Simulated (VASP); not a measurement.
# Mg3Se (P4/mmm) in VASP: relaxation of cell and atoms with PBE

Aim: the relaxation of cell and atoms of Mg3Se with PBE.

All numbers are computed with VASP 6.6.1; they aren't measurements. Logs are shortened: lines on timing, memory, paths and dates and some standing lists are left out, and cuts for length are marked.

### Step 1. The cell of the first run

Symmetry: P4/mmm, No. 123, tetragonal system. Conventional cell: a = 4.490 Å, b = 4.490 Å, c = 4.406 Å, α = 90.00°, β = 90.00°, γ = 90.00°. Within 4.1 Å of Mg (site symmetry mmm) lie 8 Mg at 3.15 to 3.17 Å and 4 Se at 3.15 Å. Mg (site symmetry 4/mmm) has 8 Mg at 3.15 Å and 4 Se at 3.17 Å within 4.1 Å. Within 4.1 Å of Se (site symmetry 4/mmm) lie 12 Mg at 3.15 to 3.17 Å.

### Step 2. Relaxation of cell and atoms, PBE

Input file INCAR:

```
SYSTEM = Mg3Se
ALGO = Normal ; EDIFF = 1E-6
EDIFFG = -0.01 ; ENCUT = 600
GGA = PE ; IBRION = 2
ISIF = 3 ; ISMEAR = 0
LASPH = .True. ; LCHARG = .False.
LREAL = .False. ; LWAVE = .False.
NELM = 60 ; NSW = 100
PREC = Accurate ; SIGMA = 0.1
```

Input file KPOINTS:

```
k-points
0
Gamma
  10 10 10
  0 0 0
```

Input file POSCAR:

```
Mg3Se
1.0
    4.4900773220      0.0000000000      0.0000000000
    0.0000000000      4.4900773220      0.0000000000
    0.0000000000      0.0000000000      4.4062491365
Mg Se
3 1
Direct
    0.0000000000      0.5000000000      0.0000000000
    0.5000000000      0.0000000000      0.0000000000
    0.5000000000      0.5000000000      0.5000000000
    0.0000000000      0.0000000000      0.5000000000
```

Potentials or basis: VASP PAW PBE potentials, release 64 (Mg, Se).

Started as:

```
$ cat potpaw_PBE.64/Mg/POTCAR potpaw_PBE.64/Se/POTCAR > POTCAR
$ mpirun -np 1 vasp_std > vasp.out
```

OUTCAR:

```text
SYSTEM = Mg3Se
   EDIFF = 1E-6
   EDIFFG = -0.01
   ENCUT = 600
   GGA = PE
   IBRION = 2
   ISIF = 3
   ISMEAR = 0
   LASPH = .True.
   LREAL = .False.
   NELM = 60
   NSW = 100
   PREC = Accurate

 ion  position               nearest neighbor table
   1  0.000  0.500  0.000-   3 3.15   4 3.15   3 3.15   4 3.15   4 3.15   4 3.15   3 3.15   3 3.15
                             2 3.17   2 3.17   2 3.17   2 3.17
   2  0.500  0.000  0.000-   3 3.15   4 3.15   3 3.15   4 3.15   3 3.15   3 3.15   4 3.15   4 3.15
                             1 3.17   1 3.17   1 3.17   1 3.17
   3  0.500  0.500  0.500-   1 3.15   2 3.15   1 3.15   2 3.15   2 3.15   2 3.15   1 3.15   1 3.15
                             4 3.17   4 3.17   4 3.17   4 3.17
   4  0.000  0.000  0.500-   1 3.15   2 3.15   1 3.15   2 3.15   1 3.15   1 3.15   2 3.15   2 3.15
                             3 3.17   3 3.17   3 3.17   3 3.17

  LATTYP: Found a simple tetragonal cell.
 ALAT       =     4.4900773220
 C/A-ratio  =     0.9813303470

  Lattice vectors:

 A1 = (   4.4900773220,   0.0000000000,   0.0000000000)
 A2 = (   0.0000000000,   4.4900773220,   0.0000000000)
 A3 = (   0.0000000000,   0.0000000000,   4.4062491365)

Analysis of symmetry for initial positions (statically):
=====================================================================
 Subroutine PRICEL returns:
 Original cell was already a primitive cell.

 Routine SETGRP: Setting up the symmetry group for a
 simple tetragonal supercell.

 Subroutine GETGRP returns: Found 16 space group operations
 (whereof 16 operations were pure point group operations)
 out of a pool of 16 trial point group operations.

The static configuration has the point symmetry D_4h.

Analysis of symmetry for dynamics (positions and initial velocities):
=====================================================================
 Subroutine PRICEL returns:
 Original cell was already a primitive cell.

 Routine SETGRP: Setting up the symmetry group for a
 simple tetragonal supercell.

 Subroutine GETGRP returns: Found 16 space group operations
 (whereof 16 operations were pure point group operations)
 out of a pool of 16 trial point group operations.

The dynamic configuration has the point symmetry D_4h.

 Subroutine INISYM returns: Found 16 space group operations
 (whereof 16 operations are pure point group operations),
 and found     1 'primitive' translations

----------------------------------------------------------------------------------------

                                     Primitive cell

  volume of cell :      88.8335

  direct lattice vectors                    reciprocal lattice vectors
     4.490077322  0.000000000  0.000000000     0.222713314  0.000000000  0.000000000
     0.000000000  4.490077322  0.000000000     0.000000000  0.222713314  0.000000000
     0.000000000  0.000000000  4.406249136     0.000000000  0.000000000  0.226950399

  length of vectors
     4.490077322  4.490077322  4.406249136     0.222713314  0.222713314  0.226950399

  position of ions in fractional coordinates (direct lattice)
     0.000000000  0.500000000  0.000000000
     0.500000000  0.000000000  0.000000000
     0.500000000  0.500000000  0.500000000
     0.000000000  0.000000000  0.500000000

  ion indices of the primitive-cell ions
   primitive index   ion index
                 1           1
                 2           2
                 3           3
                 4           4

----------------------------------------------------------------------------------------

 KPOINTS: k-points

Automatic generation of k-mesh.
 Grid dimensions read from file:
 generate k-points for:   10   10   10

[... 78 lines left out ...]
   ISMEAR =     0;   SIGMA  =   0.10  broadening in eV -4-tet -1-fermi 0-gaus
   EFERMI_NEDOS =   21; number of points for ismear=-14 and -15
   IALGO  =     38    algorithm
   IMIX   =      4    mixing-type and parameters
     AMIX     =   0.40;   BMIX     =  1.00
     AMIX_MAG =   1.60;   BMIX_MAG =  1.00
  volume/ion in A,a.u.               =      22.21       149.87
  Fermi-wavevector in a.u.,A,eV,Ry     =   0.839994  1.587359  9.600141  0.705590
  Thomas-Fermi vector in A             =   1.954304
   LORBIT       =      0    0 simple, 1 ext, 2 COOP (PROOUT), +10 PAW based schemes
   GGA     = PE    functional components
   LHFCALC =     F    Hartree Fock is set to
   AEXX    =    0.0000 exact exchange contribution
   IVDW    =     0    specifies the selected vdW correction
   LEPSILON=     F    determine dielectric tensor
   LRPA    =     F    only Hartree local field effects (RPA)
 conjugate gradient relaxation of ions
 non-spin polarized calculation
 Gauss-broadening in eV      SIGMA  =   0.10
  energy-cutoff  :      600.00
  volume of cell :       88.83
 maximum number of plane-waves:      3004
 NGX is ok and might be reduce to    36
   NGX = 17   NGY = 17   NGZ = 17

--------------------------------------- Ionic step        1  -------------------------------------------

 number of electron      12.0000000 magnetization

 Free energy of the ion-electron system (eV)
  ---------------------------------------------------
  ext. energy  EPLUGINS =         0.00000000
  ---------------------------------------------------
  free energy    TOTEN  =        -8.91362284 eV

  energy without entropy =       -8.90635103  energy(sigma->0) =       -8.90998693

------------------------ aborting loop because EDIFF is reached ----------------------------------------

  FORCE on cell =-STRESS in cart. coord.  units (eV):
  Direction    XX          YY          ZZ          XY          YZ          ZX
  --------------------------------------------------------------------------------------
  -------------------------------------------------------------------------------------
  Total       -0.0975937     -0.0975937     -0.0258487      0.0000000      0.0000000     -0.0000000
  in kB       -1.7601752     -1.7601752     -0.4661999      0.0000000      0.0000000     -0.0000000
  external PRESSURE =      -1.3288501 kB  Pullay stress =       0.0000000 kB

 VOLUME and BASIS-vectors are now :
 -----------------------------------------------------------------------------
  energy-cutoff  :      600.00
  volume of cell :       88.83
      direct lattice vectors                 reciprocal lattice vectors
     4.490077322  0.000000000  0.000000000     0.222713314  0.000000000  0.000000000
     0.000000000  4.490077322  0.000000000     0.000000000  0.222713314  0.000000000
     0.000000000  0.000000000  4.406249136     0.000000000  0.000000000  0.226950399

 POSITION                                       TOTAL-FORCE (eV/Angst)
 -----------------------------------------------------------------------------------
      0.00000      2.24504      0.00000         0.000000      0.000000      0.000000
      2.24504      0.00000      0.00000         0.000000      0.000000      0.000000
      2.24504      2.24504      2.20312         0.000000      0.000000      0.000000
      0.00000      0.00000      2.20312         0.000000      0.000000      0.000000
 -----------------------------------------------------------------------------------
    total drift:                                0.000000     -0.000000      0.000000

  FREE ENERGIE OF THE ION-ELECTRON SYSTEM (eV)
  ---------------------------------------------------
  free  energy   TOTEN  =        -8.9136228423 eV

  energy  without entropy=       -8.9063510252  energy(sigma->0) =       -8.90998693

--------------------------------------- Ionic step        2  -------------------------------------------

 number of electron      12.0000000 magnetization

 Free energy of the ion-electron system (eV)
  ---------------------------------------------------
  ext. energy  EPLUGINS =         0.00000000
  ---------------------------------------------------
  free energy    TOTEN  =        -8.91378429 eV

  energy without entropy =       -8.90655232  energy(sigma->0) =       -8.91016830

 E-fermi :   3.7799     XC(G=0):  -8.9461

 val. band max:        3.7718039317   @ k =   0.3000   0.2000   0.2000
 cond. band min:       3.7843213938   @ k =   0.5000   0.2000   0.5000
 fundamental gap:      0.0125174621
 Fermi energy:         3.7798583222

 k-point     1 :       0.0000    0.0000    0.0000
  band No.  band energies     occupation
      1     -10.0316      2.00000
      2      -1.0852      2.00000
      3       0.0682      2.00000
      4       0.0682      2.00000
      5       0.1888      2.00000
      6       4.1658      0.00000
      7       4.3556      0.00000
      8       6.6164      0.00000
      9       6.6164      0.00000
     10       6.7338      0.00000
[... 287 lines left out ...]
 k-point    24 :       0.2000    0.0000    0.1000
  band No.  band energies     occupation
      1      -9.9506      2.00000
      2      -1.8194      2.00000
      3      -0.2296      2.00000
      4       0.2215      2.00000
      5       0.9982      2.00000
      6       4.3015      0.00000
      7       4.8634      0.00000
      8       5.5366      0.00000
      9       5.8881      0.00000
     10       6.7531      0.00000

 [... further k-points ...]

------------------------ aborting loop because EDIFF is reached ----------------------------------------

  FORCE on cell =-STRESS in cart. coord.  units (eV):
  Direction    XX          YY          ZZ          XY          YZ          ZX
  --------------------------------------------------------------------------------------
  -------------------------------------------------------------------------------------
  Total       -0.0376804     -0.0376804      0.0303808      0.0000000      0.0000000      0.0000000
  in kB       -0.6814088     -0.6814088      0.5494039      0.0000000      0.0000000      0.0000000
  external PRESSURE =      -0.2711379 kB  Pullay stress =       0.0000000 kB

 VOLUME and BASIS-vectors are now :
 -----------------------------------------------------------------------------
  energy-cutoff  :      600.00
  volume of cell :       88.60
      direct lattice vectors                 reciprocal lattice vectors
     4.484792297  0.000000000 -0.000000000     0.222975766  0.000000000  0.000000000
     0.000000000  4.484792297  0.000000000     0.000000000  0.222975766  0.000000000
    -0.000000000  0.000000000  4.404875479     0.000000000  0.000000000  0.227021173

 POSITION                                       TOTAL-FORCE (eV/Angst)
 -----------------------------------------------------------------------------------
      0.00000      2.24240      0.00000        -0.000000      0.000000      0.000000
      2.24240      0.00000     -0.00000         0.000000      0.000000      0.000000
      2.24240      2.24240      2.20244         0.000000      0.000000      0.000000
     -0.00000      0.00000      2.20244         0.000000      0.000000      0.000000
 -----------------------------------------------------------------------------------
    total drift:                                0.000000     -0.000000      0.000000

  FREE ENERGIE OF THE ION-ELECTRON SYSTEM (eV)
  ---------------------------------------------------
  free  energy   TOTEN  =        -8.9137842889 eV

  energy  without entropy=       -8.9065523177  energy(sigma->0) =       -8.91016830

 reached required accuracy - stopping structural energy minimisation
```

It took 50 s on 1 thread of Intel Xeon 6975P-C (Granite Rapids), shared host; peak memory 0.32 GiB.

What came out:

| Property | Result |
| --- | --- |
| Free energy | -8.9138 eV |
| Relaxed volume | 22.15 Å³/atom |
| Relaxed cell | a = 4.485 Å, b = 4.485 Å, c = 4.405 Å, α = 90.00°, β = 90.00°, γ = 90.00° |
| Space group after relaxing (to 0.05 Å) | P4/mmm (No. 123) |
| Energy gained by relaxing | 0.0 meV/atom |
| Ionic steps | 2 |
| Pressure after relaxing | 0.0 GPa |
| Band gap on the k mesh | zero (band 6 reaches 4.71 eV, above the bottom of band 7 at 2.16 eV) |

Step by step:
| step | energy change (eV) | largest force (eV/Å) | pressure (GPa) | volume (Å³) |
| --- | --- | --- | --- | --- |
| 1 | 0.0000 | 0.0000 | -0.13 | 88.83 |
| 2 | -0.0002 | 0.0000 | -0.03 | 88.60 |

Final structure:
```
Mg Se
1.0
     4.48479    0.00000    0.00000
     0.00000    4.48479    0.00000
     0.00000    0.00000    4.40488
Mg Se
3 1
Direct
  0.00000 0.50000 0.00000
  0.50000 0.00000 0.00000
  0.50000 0.50000 0.50000
  0.00000 0.00000 0.50000
```

Levels at points of the mesh, in eV from the Fermi level:
| k point | band 4 | band 5 | band 6 | band 7 | band 8 | band 9 |
| --- | --- | --- | --- | --- | --- | --- |
| (0.00, 0.00, 0.00) | -3.71 | -3.59 | 0.39 | 0.58 | 2.84 | 2.84 |
| (0.50, 0.00, 0.00) | -3.22 | -2.21 | -0.96 | 1.02 | 1.25 | 1.65 |
| (0.50, 0.50, 0.00) | -3.69 | -2.94 | 0.49 | 1.68 | 1.68 | 2.87 |
| (0.00, 0.00, 0.50) | -3.29 | -2.23 | -0.99 | 1.08 | 1.08 | 1.57 |
| (0.50, 0.00, 0.50) | -3.63 | -3.00 | 0.35 | 1.58 | 1.61 | 2.71 |
| (0.50, 0.50, 0.50) | -4.76 | -2.04 | -1.62 | -1.62 | -1.61 | 4.81 |
